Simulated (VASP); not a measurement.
# W in VASP: further runs

W is run at these levels: PBEsol; tasks: single point, relaxation of the atoms.

Everything below comes from runs of VASP 6.6.1. Logs are shortened: lines on timing, memory, paths and dates and some standing lists are left out, and cuts for length are marked.

### Step 1. The cell of the first run

The cell holds a slab with vacuum, 3 atoms: a = 2.827 Å, b = 2.827 Å, c = 18.617 Å, α = 90.00°, β = 90.00°, γ = 120.00°.

### Step 2. Single point, PBEsol

Contents of INCAR:

```
SYSTEM = W
PREC     = Accurate       ! precision mode
ENCUT    = 400            ! plane-wave cutoff, eV
EDIFF    = 1E-6           ! SCF threshold, eV
ISMEAR   = 0              ! smearing method
SIGMA    = 0.1            ! smearing width, eV
LREAL    = .False.        ! projectors in reciprocal space
LASPH    = .True.         ! aspherical terms in the spheres
NELM     = 120            ! most SCF steps
ALGO     = Normal         ! electronic algorithm
ISIF     = 2              ! what is computed and relaxed
LWAVE    = .False.        ! write WAVECAR
LCHARG   = .True.         ! write CHGCAR
LDIPOL   = .True.       
IDIPOL   = 3            
DIPOL    = 0.5 0.5 0.501
GGA      = PS             ! functional
LELF     = .True.         ! ELF
LVHAR    = .True.       
LVACPOTAV= .True.       
NBANDS   = 28             ! bands
GGA_COMPAT= .False.      
NELMDL   = -8
```

Contents of KPOINTS:

```
regular mesh
0
Gamma
  12 12 1
  0 0 0
```

Contents of POSCAR:

```
W
1.0
    2.8271924055      0.0000000000      0.0000000000
   -1.4135962028      2.4484204446      0.0000000000
    0.0000000000      0.0000000000     18.6167858655
W
3
Direct
    0.6666666667      0.3333333333      0.3760047546
    0.3333333333      0.6666666667      0.5008924453
    0.0000000000      0.0000000000      0.6257792695
```

Potentials or basis: VASP PAW PBE potentials, release 64 (W_sv).

Command:

```console
> cat potpaw_PBE.64/W_sv/POTCAR > POTCAR
> mpirun -np 1 vasp_std > vasp.out
```

OUTCAR:

```text
SYSTEM = W
   PREC = Accurate
   ENCUT = 400
   EDIFF = 1E-6
   ISMEAR = 0
   LREAL = .False.
   LASPH = .True.
   NELM = 120
   ISIF = 2
   GGA = PS
   NELMDL = -8

 ion  position               nearest neighbor table
   1  0.667  0.333  0.376-   2 2.84   2 2.84   2 2.84
   2  0.333  0.667  0.501-   3 2.84   3 2.84   3 2.84   1 2.84   1 2.84   1 2.84
   3  0.000  0.000  0.626-   2 2.84   2 2.84   2 2.84

  LATTYP: Found a hexagonal cell.
 ALAT       =     2.8271924055
 C/A-ratio  =     6.5849023325

  Lattice vectors:

 A1 = (   2.8271924055,   0.0000000000,   0.0000000000)
 A2 = (  -1.4135962028,   2.4484204446,   0.0000000000)
 A3 = (   0.0000000000,   0.0000000000,  18.6167858655)

Analysis of symmetry for initial positions (statically):
=====================================================================
 Subroutine PRICEL returns:
 Original cell was already a primitive cell.

 Routine SETGRP: Setting up the symmetry group for a
 hexagonal supercell.

 Subroutine GETGRP returns: Found 12 space group operations
 (whereof  6 operations were pure point group operations)
 out of a pool of 24 trial point group operations.

The static configuration has the point symmetry C_3v.
 The point group associated with its full space group is D_3d.

Analysis of symmetry for dynamics (positions and initial velocities):
=====================================================================
 Subroutine PRICEL returns:
 Original cell was already a primitive cell.

 Routine SETGRP: Setting up the symmetry group for a
 hexagonal supercell.

 Subroutine GETGRP returns: Found 12 space group operations
 (whereof  6 operations were pure point group operations)
 out of a pool of 24 trial point group operations.

The dynamic configuration has the point symmetry C_3v.
 The point group associated with its full space group is D_3d.

 Subroutine INISYM returns: Found 12 space group operations
 (whereof  6 operations are pure point group operations),
 and found     1 'primitive' translations

----------------------------------------------------------------------------------------

                                     Primitive cell

  volume of cell :     128.8683

  direct lattice vectors                    reciprocal lattice vectors
     2.827192405  0.000000000  0.000000000     0.353707798  0.204213292  0.000000000
    -1.413596203  2.448420445  0.000000000     0.000000000  0.408426585  0.000000000
     0.000000000  0.000000000 18.616785865     0.000000000  0.000000000  0.053714965

  length of vectors
     2.827192405  2.827192406 18.616785865     0.408426585  0.408426585  0.053714965

  position of ions in fractional coordinates (direct lattice)
     0.666666667  0.333333333  0.376004755
     0.333333333  0.666666667  0.500892445
     0.000000000  0.000000000  0.625779270

  ion indices of the primitive-cell ions
   primitive index   ion index
                 1           1
                 2           2
                 3           3

----------------------------------------------------------------------------------------

 KPOINTS: regular mesh

Automatic generation of k-mesh.
 Grid dimensions read from file:
 generate k-points for:   12   12    1

 Generating k-lattice:

  Cartesian coordinates                     Fractional coordinates (reciprocal lattice)
     0.029475650  0.017017774  0.000000000     0.083333333  0.000000000  0.000000000
     0.000000000  0.034035549  0.000000000     0.000000000  0.083333333  0.000000000
     0.000000000  0.000000000  0.053714965     0.000000000  0.000000000  1.000000000

  Length of vectors
     0.034035549  0.034035549  0.053714965

  Shift w.r.t. Gamma in fractional coordinates (k-lattice)
     0.000000000  0.000000000  0.000000000

 Subroutine IBZKPT returns following result:
 ===========================================

 Found     19 irreducible k-points:

 Following reciprocal coordinates:
            Coordinates               Weight
  0.000000  0.000000  0.000000      1.000000
  0.083333  0.000000  0.000000      6.000000
  0.166667  0.000000  0.000000      6.000000
  0.250000 -0.000000  0.000000      6.000000
  0.333333  0.000000  0.000000      6.000000
  0.416667 -0.000000  0.000000      6.000000
[... 11 lines left out ...]
  0.333333  0.250000  0.000000     12.000000
  0.333333  0.333333  0.000000      2.000000
   k-points           NKPTS =     19   k-points in BZ     NKDIM =     19   number of bands    NBANDS=     28
   number of dos      NEDOS =    301   number of ions     NIONS =      3
   total plane-waves  NPLWV =  40824
   dimension x,y,z NGX =    18 NGY =   18 NGZ =  126
   dimension x,y,z NGXF=    36 NGYF=   36 NGZF=  252
   ions per type =               3
   NGX,Y,Z   is equivalent  to a cutoff of  10.58, 10.58, 11.25 a.u.
   NGXF,Y,Z  is equivalent  to a cutoff of  21.17, 21.17, 22.50 a.u.
 SYSTEM =  W
   PREC   = accura    normal or accurate (medium, high low for compatibility)
   ISTART =      0    job   : 0-new  1-cont  2-samecut
   ICHARG =      2    charge: 1-file 2-atom 10-const
   ISPIN  =      1    spin polarized calculation?
   LNONCOLLINEAR =      F non collinear calculations
   LSORBIT =      F    spin-orbit coupling
   LASPH  =      T    aspherical Exc in radial PAW
   ENCUT  =  400.0 eV  29.40 Ry    5.42 a.u.   4.61  4.61 30.36*2*pi/ulx,y,z
   NELM   =    120;   NELMIN=  2; NELMDL= -8     # of ELM steps
   EDIFF  = 0.1E-05   stopping-criterion for ELM
   LREAL  =      F    real-space projection
   EDIFFG = 0.1E-04   stopping-criterion for IOM
   NSW    =      0    number of steps for IOM
   IBRION =     -1    ionic relax: 0-MD 1-quasi-New 2-CG
   NFREE  =      0    steps in history (QN), initial steepest desc. (CG)
   ISIF   =      2    stress and relaxation
   ISYM   =      2    0-nonsym 1-usesym 2-fastsym
   POTIM  = 0.5000    time-step for ionic-motion
   TEBEG  =    0.0;   TEEND  =   0.0 temperature during run
   PSTRESS=    0.0 pullay stress
   NELECT =      42.0000    total number of electrons
   NUPDOWN=      -1.0000    fix difference up-down
   EMIN   =  10.00;   EMAX   =-10.00  energy-range for DOS
   EFERMI =   0.00;   METHOD = LEGACY
   ISMEAR =     0;   SIGMA  =   0.10  broadening in eV -4-tet -1-fermi 0-gaus
   EFERMI_NEDOS =   21; number of points for ismear=-14 and -15
   IALGO  =     38    algorithm
   IMIX   =      4    mixing-type and parameters
     AMIX     =   0.40;   BMIX     =  1.00
     AMIX_MAG =   1.60;   BMIX_MAG =  1.00
  volume/ion in A,a.u.               =      42.96       289.88
  Fermi-wavevector in a.u.,A,eV,Ry     =   1.126616  2.128995 17.269379  1.269264
  Thomas-Fermi vector in A             =   2.263299
   LORBIT       =      0    0 simple, 1 ext, 2 COOP (PROOUT), +10 PAW based schemes
   GGA     = PS    functional components
   LHFCALC =     F    Hartree Fock is set to
   AEXX    =    0.0000 exact exchange contribution
   IVDW    =     0    specifies the selected vdW correction
   LEPSILON=     F    determine dielectric tensor
   LRPA    =     F    only Hartree local field effects (RPA)
 non-spin polarized calculation
 Gauss-broadening in eV      SIGMA  =   0.10
  energy-cutoff  :      400.00
  volume of cell :      128.87
 maximum number of plane-waves:      2372
   NGX =  9   NGY =  9   NGZ = 61

 dipolmoment           0.000000      0.000000      0.000051 electrons x Angstroem

 number of electron      42.0000013 magnetization

 dipolmoment           0.000000      0.000000     -0.000080 electrons x Angstroem

 Free energy of the ion-electron system (eV)
  ---------------------------------------------------
  ext. energy  EPLUGINS =         0.00000000
  ---------------------------------------------------
  free energy    TOTEN  =       -37.35965466 eV

  energy without entropy =      -37.33970132  energy(sigma->0) =      -37.34967799

 E-fermi :   0.9680     XC(G=0):  -6.2393

 val. band max:        0.9263475380   @ k =   0.0833   0.0000   0.0000
 cond. band min:       0.9976762965   @ k =   0.2500   0.1667   0.0000
 fundamental gap:      0.0713287584
 Fermi energy:         0.9680384947

 k-point     1 :       0.0000    0.0000    0.0000
  band No.  band energies     occupation
      1     -72.7824      2.00000
      2     -72.7019      2.00000
      3     -72.6822      2.00000
      4     -37.4547      2.00000
      5     -37.0505      2.00000
      6     -36.6061      2.00000
[... 20 lines left out ...]
     27       3.3880      0.00000
     28       3.9232      0.00000

 k-point     2 :       0.0833    0.0000    0.0000
  band No.  band energies     occupation
      1     -72.7762      2.00000
      2     -72.6967      2.00000
      3     -72.6779      2.00000
      4     -37.4351      2.00000
      5     -37.0493      2.00000
      6     -36.6202      2.00000
[... 20 lines left out ...]
     27       3.1729      0.00000
     28       3.9776      0.00000

 k-point     3 :       0.1667    0.0000    0.0000
  band No.  band energies     occupation
      1     -72.7590      2.00000
      2     -72.6824      2.00000
      3     -72.6662      2.00000
      4     -37.3809      2.00000
      5     -37.0606      2.00000
      6     -36.7302      2.00000
[... 20 lines left out ...]
     27       2.9357      0.00000
     28       3.9710      0.00000

 k-point     4 :       0.2500   -0.0000    0.0000
  band No.  band energies     occupation
      1     -72.7352      2.00000
      2     -72.6629      2.00000
      3     -72.6505      2.00000
      4     -37.3113      2.00000
      5     -37.1491      2.00000
      6     -36.8841      2.00000
[... 20 lines left out ...]
     27       3.2847      0.00000
     28       4.0773      0.00000

 k-point     5 :       0.3333    0.0000    0.0000
  band No.  band energies     occupation
      1     -72.7108      2.00000
      2     -72.6433      2.00000
      3     -72.6352      2.00000
      4     -37.3362      2.00000
      5     -37.2755      2.00000
      6     -37.0552      2.00000
[... 20 lines left out ...]
     27       4.5221      0.00000
     28       4.8404      0.00000

 k-point     6 :       0.4167   -0.0000    0.0000
  band No.  band energies     occupation
      1     -72.6926      2.00000
      2     -72.6290      2.00000
      3     -72.6243      2.00000
      4     -37.4867      2.00000
      5     -37.3427      2.00000
      6     -37.2204      2.00000
[... 308 lines left out ...]
      5     -37.3092      2.00000
      6     -37.2083      2.00000
[... 20 lines left out ...]
     27       5.5748      0.00000
     28       7.7905      0.00000

 k-point    17 :       0.2500    0.2500    0.0000
  band No.  band energies     occupation
      1     -72.6858      2.00000
      2     -72.6238      2.00000
      3     -72.6203      2.00000
      4     -37.3682      2.00000
      5     -37.2489      2.00000
      6     -37.1049      2.00000
[... 20 lines left out ...]
     27       5.7181      0.00000
     28       7.4307      0.00000

 k-point    18 :       0.3333    0.2500    0.0000
  band No.  band energies     occupation
      1     -72.6765      2.00000
      2     -72.6169      2.00000
      3     -72.6148      2.00000
      4     -37.3773      2.00000
      5     -37.2380      2.00000
      6     -37.1510      2.00000
[... 20 lines left out ...]
     27       5.4656      0.00000
     28       8.2929      0.00000

 k-point    19 :       0.3333    0.3333    0.0000
  band No.  band energies     occupation
      1     -72.6730      2.00000
      2     -72.6146      2.00000
      3     -72.6126      2.00000
      4     -37.2701      2.00000
      5     -37.2700      2.00000
      6     -37.1831      2.00000
[... 20 lines left out ...]
     27       5.1846      0.00000
     28       8.4392      0.00000

------------------------ aborting loop because EDIFF is reached ----------------------------------------

  FORCE on cell =-STRESS in cart. coord.  units (eV):
  Direction    XX          YY          ZZ          XY          YZ          ZX
  --------------------------------------------------------------------------------------
  -------------------------------------------------------------------------------------
  Total       -7.3798233     -7.3798233      0.0737495      0.0000000      0.0000000      0.0000000
  in kB      -91.7509307    -91.7509307      0.9169029      0.0000000      0.0000000      0.0000000
  external PRESSURE =     -60.8616529 kB  Pullay stress =       0.0000000 kB

 VOLUME and BASIS-vectors are now :
 -----------------------------------------------------------------------------
  energy-cutoff  :      400.00
  volume of cell :      128.87
      direct lattice vectors                 reciprocal lattice vectors
     2.827192405  0.000000000  0.000000000     0.353707798  0.204213292  0.000000000
    -1.413596203  2.448420445  0.000000000     0.000000000  0.408426585  0.000000000
     0.000000000  0.000000000 18.616785865     0.000000000  0.000000000  0.053714965

 POSITION                                       TOTAL-FORCE (eV/Angst)
 -----------------------------------------------------------------------------------
      1.41360      0.81614      7.00000         0.000000      0.000000     -0.023842
     -0.00000      1.63228      9.32501        -0.000000      0.000000      0.000000
      0.00000      0.00000     11.65000        -0.000000      0.000000      0.023842
 -----------------------------------------------------------------------------------
    total drift:                               -0.000000     -0.000000     -0.020447

  FREE ENERGIE OF THE ION-ELECTRON SYSTEM (eV)
  ---------------------------------------------------
  free  energy   TOTEN  =       -37.3596546637 eV

  energy  without entropy=      -37.3397013208  energy(sigma->0) =      -37.34967799

 vacuum level on the upper side and lower side of the slab         5.997         5.999
```

Wall time 57 s (1 thread of Intel Xeon Platinum 8375C at 2.90GHz (Ice Lake), shared host); peak memory 0.19 GiB.

Results:

| Item | Value |
| --- | --- |
| Free energy | -37.3597 eV |
| Largest force | 0.024 eV/Å |
| Band gap on the k mesh | zero (bands 21 and 22 overlap by 1.62 eV) |

Forces on the atoms (eV/Å):
```
W    0.000  0.000 -0.024
W    0.000  0.000  0.000
W    0.000  0.000  0.024
```

Caveat: the PAW data sets were made with another functional, which shifts forces and pressure a little; spin-orbit coupling is left out, which moves the levels of the heavy elements.

### Step 3. Relaxation of the atoms, PBEsol

Contents of INCAR:

```
SYSTEM = W
ALGO = Normal
DIPOL = 0.5 0.5 0.500
EDIFF = 1E-7
EDIFFG = -0.03
ENCUT = 450
GGA = PS
GGA_COMPAT = .FALSE.
IBRION = 2
IDIPOL = 3
ISIF = 2
ISMEAR = 0
LASPH = .TRUE.
LCHARG = .FALSE.
LDIPOL = .TRUE.
LREAL = .FALSE.
LWAVE = .FALSE.
NELM = 120
NELMDL = -8
NELMIN = 4
NSW = 70
PREC = Accurate
SIGMA = 0.1
```

Contents of KPOINTS:

```
k-points
0
G
  12 12 1
  0 0 0
```

Contents of POSCAR:

```
W
1.0
    2.8271924055      0.0000000000      0.0000000000
   -1.4135962028      2.4484204446      0.0000000000
    0.0000000000      0.0000000000     18.6167858655
W
3
Selective dynamics
Direct
    0.6666666667      0.3333333333      0.3760047546  F F F
    0.3333333333      0.6666666667      0.5000000000  T T T
    0.0000000000      0.0000000000      0.6239952454  T T T
```

Potentials or basis: VASP PAW PBE potentials, release 64 (W_sv).

Command:

```console
> cat potpaw_PBE.64/W_sv/POTCAR > POTCAR
> mpirun -np 1 vasp_std > vasp.out
```

Run time: 3.1 min. Hardware: 1 thread of Intel Xeon Platinum 8375C at 2.90GHz (Ice Lake), shared host; peak memory 0.24 GiB.

It converged, with:

| Item | Value |
| --- | --- |
| Free energy | -37.3595 eV |
| Energy gained by relaxing | 1.1 meV/atom |
| Ionic steps | 5 |
| Band gap on the k mesh | zero (bands 21 and 22 overlap by 1.62 eV) |

The path:
| step | energy change (eV) | largest force on free atoms (eV/Å) | pressure (GPa) |
| --- | --- | --- | --- |
| 1 | 0.0000 | 0.1783 | -5.55 |
| 2 | -0.0012 | 0.0961 | -5.69 |
| 3 | -0.0017 | 0.1795 | -5.85 |
| 4 | -0.0025 | 0.1293 | -5.93 |
| 5 | -0.0034 | 0.0039 | -6.15 |

Final structure:
```
W
1.0
     2.82719    0.00000    0.00000
    -1.41360    2.44842    0.00000
     0.00000    0.00000   18.61679
W
3
Direct
  0.66667 0.33333 0.37600
  0.33333 0.66667 0.50102
  0.00000 0.00000 0.62602
```

Levels at points of the mesh, in eV from the Fermi level:
```
           k point  band 19  band 20  band 21  band 22  band 23  band 24
(0.00, 0.00, 0.00)    -0.63    -0.48    -0.22    -0.22     0.03     0.03
(0.50, 0.00, 0.00)    -0.44    -0.16     0.85     1.77     1.99     2.91
```

Caveat: the PAW data sets were made with another functional, which shifts forces and pressure a little; spin-orbit coupling is left out, which moves the levels of the heavy elements.
